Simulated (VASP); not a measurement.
Set up this calculation in VASP 6.6.1, as the native input.

```yaml
Task: single point
Functional: r2SCAN
Potentials_or_basis: VASP PAW PBE potentials, release 64 (Hg)
Cutoff: 520 eV
k_mesh: 14 × 14 × 14
Occupations: gaussian, width 0.05 eV
Spin: no spin polarisation
Dipole_correction: no
Further_INCAR_settings: ALGO = Normal; EDIFF = 1e-06; NBANDS = 12
```

Crystal: Hg.

```
CELL_PARAMETERS angstrom
2.00185 1.15577 1.95135
-2.00185 1.15577 1.95135
0.00000 -2.31153 1.95135
ATOMIC_POSITIONS crystal
Hg 0.00000 0.00000 0.00000
```

These files were run (other wordings do the same):

POSCAR

```
Hg
1.0
    2.0018468172      1.1557667988      1.9513490865
   -2.0018468172      1.1557667988      1.9513490865
    0.0000000000     -2.3115335976      1.9513490865
Hg
1
Direct
    0.0000000000      0.0000000000      0.0000000000
```

INCAR.step1

```
PREC = Accurate
ENCUT = 520
ISMEAR = 0
SIGMA = 0.05
LREAL = False
LASPH = True
NELM = 100
NBANDS = 12
GGA = PE
ALGO = Normal
EDIFF = 1E-4
LWAVE = True
LCHARG = False
```

INCAR.step2

```
PREC = Accurate
ENCUT = 520
EDIFF = 1E-6
ISMEAR = 0
SIGMA = 0.05
LREAL = False
LASPH = True
NELM = 100
ALGO = Normal
ISIF = 2
LWAVE = False
LCHARG = True
METAGGA = R2SCAN
LMIXTAU = True
LELF = True
LVHAR = True
NBANDS = 12
ISTART = 1
```

KPOINTS

```
regular mesh
0
Gamma
  14 14 14
```

Potentials or basis: VASP PAW PBE potentials, release 64 (Hg).

Run with:

```console
$ cat potpaw_PBE.64/Hg/POTCAR > POTCAR
$ cp INCAR.step1 INCAR
$ mpirun -np 1 vasp_std > vasp.out
$ cp INCAR.step2 INCAR
$ mpirun -np 1 vasp_std > vasp.out
```

It gave:

```
Pressure               : 0.3 GPa
Band gap on the k mesh : zero (band 6 reaches 4.67 eV, above the bottom of band 7 at 0.17 eV)
```

Caveat: the PAW data sets were made with another functional, which shifts forces and pressure a little; spin-orbit coupling is left out, which moves the levels of the heavy elements.

Wall time 3.2 min on 1 thread of Intel(R) Xeon(R) Platinum 8259CL CPU @ 2.50GHz (Skylake/Cascade Lake), with other jobs on the host, peak memory 0.22 GiB.
